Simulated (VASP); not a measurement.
# BN (R3m) in VASP: notebook, part 2 of 2

VASP 6.6.1. The steps go on from the part before.

## 3. Phonons, PBE+D3(BJ) (9.14 Å³/atom)

This run uses another cell than the first one, of 9.14 Å³/atom.

File INCAR:

```
  PREC = Accurate
  ENCUT = 520
  EDIFF = 1E-8
  ISMEAR = 0
  SIGMA = 0.01
  LREAL = F
  LASPH = T
  NELM = 100
  ALGO = Normal
  ISIF = 2
  LWAVE = F
  LCHARG = F
  GGA = PE
  IVDW = 12
  NBANDS = 11
  IBRION = 6
  NFREE = 2
  POTIM = 0.015
  NSW = 1
```

File KPOINTS:

```
regular mesh
0
Gamma
  12 12 12
```

File POSCAR:

```
BN
1.0
    1.2537211070      0.7238362186      3.3562400740
   -1.2537211070      0.7238362186      3.3562400740
    0.0000000000     -1.4476724372      3.3562400740
B N
1 1
Direct
    0.9996704986      0.9996704986      0.9996704986
    0.3327625014      0.3327625014      0.3327625014
```

Potentials or basis: VASP PAW PBE potentials, release 64 (B, N).

Run with:

```
cat potpaw_PBE.64/B/POTCAR potpaw_PBE.64/N/POTCAR > POTCAR
mpirun -np 1 vasp_std > vasp.out
```

OUTCAR:

```text
PREC = Accurate
   ENCUT = 520
   EDIFF = 1E-8
   ISMEAR = 0
   LREAL = F
   LASPH = T
   NELM = 100
   ISIF = 2
   GGA = PE
   IVDW = 12
   IBRION = 6
   NFREE = 2
   POTIM = 0.015
   NSW = 1
 IVDW          = 12

 ion  position               nearest neighbor table
   1  1.000  1.000  1.000-   2 1.45   2 1.45   2 1.45
   2  0.333  0.333  0.333-   1 1.45   1 1.45   1 1.45

  LATTYP: Found a trigonal (rhomboedric) cell.
 ALAT       =     3.6551474553
 COS(alpha) =     0.7646999243

  Lattice vectors:

 A1 = (   1.2537211070,   0.7238362186,   3.3562400740)
 A2 = (  -1.2537211070,   0.7238362186,   3.3562400740)
 A3 = (   0.0000000000,  -1.4476724372,   3.3562400740)

Analysis of symmetry for initial positions (statically):
=====================================================================
 Subroutine PRICEL returns:
 Original cell was already a primitive cell.

 Routine SETGRP: Setting up the symmetry group for a
 trigonal (rhombohedral) supercell.

 Subroutine GETGRP returns: Found  6 space group operations
 (whereof  6 operations were pure point group operations)
 out of a pool of 12 trial point group operations.

The static configuration has the point symmetry C_3v.

Analysis of symmetry for dynamics (positions and initial velocities):
=====================================================================
 Subroutine PRICEL returns:
 Original cell was already a primitive cell.

 Routine SETGRP: Setting up the symmetry group for a
 trigonal (rhombohedral) supercell.

 Subroutine GETGRP returns: Found  6 space group operations
 (whereof  6 operations were pure point group operations)
 out of a pool of 12 trial point group operations.

The dynamic configuration has the point symmetry C_3v.

 Subroutine INISYM returns: Found  6 space group operations
 (whereof  6 operations are pure point group operations),
[... 471 lines left out ...]
  free energy    TOTEN  =       -17.57973840 eV

  energy without entropy =      -17.57973840  energy(sigma->0) =      -17.57973840

 E-fermi :   2.2956     XC(G=0):  -9.9988

 val. band max:        2.1436143609   @ k =  -0.3333   0.3333   0.0000
 cond. band min:       6.4262061826   @ k =   0.5000   0.5000   0.0000
 fundamental gap:      4.2825918216
 Fermi energy:         2.2955524077

 k-point     1 :       0.0000    0.0000    0.0000
  band No.  band energies     occupation
      1     -15.5973      2.00000
      2      -1.9692      2.00000
      3       0.8562      2.00000
      4       0.8562      2.00000
      5       7.3396      0.00000
      6      13.7755      0.00000
      7      13.7755      0.00000
      8      15.2222      0.00000
      9      16.8136      0.00000
     10      27.9716      0.00000
     11      30.1743      0.00000
[... 309 lines left out ...]
 k-point    24 :      -0.4167    0.1667    0.0000
  band No.  band energies     occupation
      1     -12.1699      2.00000
      2      -6.4239      2.00000
      3      -3.2503      2.00000
      4       1.8405      2.00000
      5       7.2951      0.00000
      6      13.6628      0.00000
      7      15.6680      0.00000
      8      16.5619      0.00000
      9      19.9032      0.00000
     10      23.0739      0.00000
     11      25.2399      0.00000

 [... further k-points ...]

------------------------ aborting loop because EDIFF is reached ----------------------------------------

 Edisp (eV)   -0.27794

 E8    (eV) :    -0.0813
[... 25 lines left out ...]
  FREE ENERGIE OF THE ION-ELECTRON SYSTEM (eV)
  ---------------------------------------------------
  free  energy   TOTEN  =       -17.8576755806 eV

  energy  without entropy=      -17.8576755806  energy(sigma->0) =      -17.85767558

 INTERNAL STRAIN TENSORS FROM DISPLACED ATOMS
 ============================================

 INTERNAL STRAIN TENSOR FOR ION    1 for displacements in x,y,z  (eV/Angst):
          X           Y           Z          XY          YZ          ZX
  --------------------------------------------------------------------------------
  x     0.00000    -0.00000     0.00000   -12.25788    -0.00000    -0.00314
  y   -12.25788    12.25788     0.00000     0.00000    -0.00315     0.00000
  z     0.08336     0.08336    -0.38781     0.00000     0.00000     0.00000

 INTERNAL STRAIN TENSOR FOR ION    2 for displacements in x,y,z  (eV/Angst):
          X           Y           Z          XY          YZ          ZX
  --------------------------------------------------------------------------------
  x     0.00000     0.00000     0.00000    12.25161    -0.00000     0.00374
  y    12.25161   -12.25161     0.00000     0.00000     0.00374     0.00000
  z    -0.08235    -0.08235     0.38638     0.00000     0.00000     0.00000

 Eigenvectors and eigenvalues of the dynamical matrix
 ----------------------------------------------------

   1 f  =   40.493939 THz   254.430920 2PiTHz 1350.732398 cm-1   167.469398 meV
             X         Y         Z           dx          dy          dz
      0.000000  0.000000 10.065403     0.751181   -0.000000    0.000000
      0.000000  0.000000  3.350493    -0.660096   -0.000000    0.000000
[... 21 lines left out ...]
   6 f/i=    0.001708 THz     0.010735 2PiTHz    0.056988 cm-1     0.007066 meV
             X         Y         Z           dx          dy          dz
      0.000000  0.000000 10.065403     0.000000    0.000000   -0.660031
      0.000000  0.000000  3.350493     0.000000    0.000000   -0.751238

 ELASTIC MODULI CONTR FROM IONIC RELAXATION (kBar)
 Direction    XX          YY          ZZ          XY          YZ          ZX
 --------------------------------------------------------------------------------
 XX        -321.7322    321.6375      0.2212      0.0000     -0.0904      0.0000
 YY         321.6375   -321.7322      0.2212     -0.0000      0.0904     -0.0000
 ZZ           0.2212      0.2212     -1.0334      0.0000      0.0000      0.0000
 XY           0.0000     -0.0000      0.0000   -321.6849      0.0000     -0.0904
 YZ          -0.0904      0.0904      0.0000      0.0000     -0.0000      0.0000
 ZX           0.0000     -0.0000      0.0000     -0.0904      0.0000     -0.0000
 --------------------------------------------------------------------------------
```

Run time: 8.1 min. Hardware: 1 thread of Intel Xeon Platinum 8488C (Sapphire Rapids), shared host; peak memory 0.46 GiB.

What came out:

```
Highest phonon frequency at Γ, LO-TO splitting left out : 1351 cm⁻¹
Dispersion energy per atom                              : -0.139 eV
```

Phonon frequencies in cm⁻¹ (negative: imaginary):
| q point | frequencies |
| --- | --- |
| (0.000, 0.000, 0.000) | 0 0 0 753 1351 1351 |

## 4. Elastic constants, PBE+D3(BJ)

This run uses another cell than the first one, of 7.28 Å³/atom.

File INCAR:

```
SYSTEM = BN
PREC = Accurate
ENCUT = 600
EDIFF = 1E-8
ISMEAR = 0
SIGMA = 0.01
LREAL = .FALSE.
LASPH = .TRUE.
NELM = 100
ALGO = Normal
ISIF = 3
LWAVE = .FALSE.
LCHARG = .FALSE.
GGA = PE
IVDW = 12
IBRION = 6
NFREE = 2
POTIM = 0.015
NSW = 1
```

File KPOINTS:

```
Automatic mesh
0
G
  12 12 12
  0 0 0
```

File POSCAR:

```
BN
1.0
    1.2392272646      0.7154681948      2.7360316692
   -1.2392272646      0.7154681948      2.7360316692
    0.0000000000     -1.4309363896      2.7360316692
B N
1 1
Direct
    1.0009401607      1.0009401607      1.0009401607
    0.3314928393      0.3314928393      0.3314928393
```

Run with:

```
cat potpaw_PBE.64/B/POTCAR potpaw_PBE.64/N/POTCAR > POTCAR
mpirun -np 1 vasp_std > vasp.out
```

It took 16 min on 1 thread of Intel Xeon Platinum 8488C (Sapphire Rapids), shared host; peak memory 0.38 GiB.

Results (log left out):

```
Voigt bulk modulus                                      : 328 GPa
Highest phonon frequency at Γ, LO-TO splitting left out : 1415 cm⁻¹
Dispersion energy per atom                              : -0.180 eV
```

Phonon frequencies in cm⁻¹ (negative: imaginary):
| q point | frequencies |
| --- | --- |
| (0.000, 0.000, 0.000) | 0 0 0 673 1415 1415 |

Elastic tensor in Voigt notation (GPa, in the Cartesian axes of the cell as first typed):
```
1122  277    7   16    0    0
 277 1122    7  -16    0    0
   7    7  130    0    0    0
  16  -16    0   26    0    0
   0    0    0    0   26   16
   0    0    0    0   16  422
```

Clamped-ion elastic tensor (GPa):
```
1177  223    5   18    0    0
 223 1177    5  -18    0    0
   5    5  139    0    0    0
  18  -18    0   26    0    0
   0    0    0    0   26   18
   0    0    0    0   18  477
```

Caveat: the cell is under stress, which shifts elastic constants.

## 5. Elastic constants, PBE+D3(BJ)

This run uses another cell than the first one, of 8.32 Å³/atom.

File INCAR:

```
SYSTEM = BN
ALGO     = Normal         ! electronic algorithm
EDIFF    = 1E-8           ! SCF threshold, eV
ENCUT    = 600            ! plane-wave cutoff, eV
GGA      = PE             ! functional
IBRION   = 6              ! ionic algorithm
ISIF     = 3              ! what is computed and relaxed
ISMEAR   = 0              ! smearing method
IVDW     = 12             ! dispersion correction
LASPH    = .TRUE.         ! aspherical terms in the spheres
LCHARG   = .FALSE.        ! write CHGCAR
LREAL    = .FALSE.        ! projectors in reciprocal space
LWAVE    = .FALSE.        ! write WAVECAR
NELM     = 60             ! most SCF steps
NFREE    = 2            
NSW      = 1              ! ionic steps
POTIM    = 0.015          ! step
PREC     = Accurate       ! precision mode
SIGMA    = 0.01           ! smearing width, eV
```

File KPOINTS:

```
k-points
0
G
  12 12 12
  0 0 0
```

File POSCAR:

```
BN
1.0
    1.2496370479      0.7214782860      3.0766773540
   -1.2496370479      0.7214782860      3.0766773540
    0.0000000000     -1.4429565720      3.0766773540
B N
1 1
Direct
    0.9998909956      0.9998909956      0.9998909956
    0.3325420044      0.3325420044      0.3325420044
```

Run with:

```
cat potpaw_PBE.64/B/POTCAR potpaw_PBE.64/N/POTCAR > POTCAR
mpirun -np 1 vasp_std > vasp.out
```

Run time: 18 min. Hardware: 1 thread of Intel Xeon Platinum 8488C (Sapphire Rapids), shared host; peak memory 0.41 GiB.

The run converged. Its results:

* Voigt bulk modulus: 268 GPa
* Highest phonon frequency at Γ, LO-TO splitting left out: 1369 cm⁻¹
* Dispersion energy per atom: -0.155 eV

Phonon frequencies in cm⁻¹ (negative: imaginary):
```
              q point          frequencies
(0.000, 0.000, 0.000)  0 0 0 732 1369 1369
```

Elastic tensor in Voigt notation (GPa, in the Cartesian axes of the cell as first typed):
```
960 221  -3   6   0   0
221 960  -3  -6   0   0
 -3  -3  56   0   0   0
  6  -6   0   9   0   0
  0   0   0   0   9   6
  0   0   0   0   6 370
```

Clamped-ion elastic tensor (GPa):
```
999 183  -3   6   0   0
183 999  -3  -6   0   0
 -3  -3  57   0   0   0
  6  -6   0   9   0   0
  0   0   0   0   9   6
  0   0   0   0   6 408
```

Caveat: the cell is under stress, which shifts elastic constants.
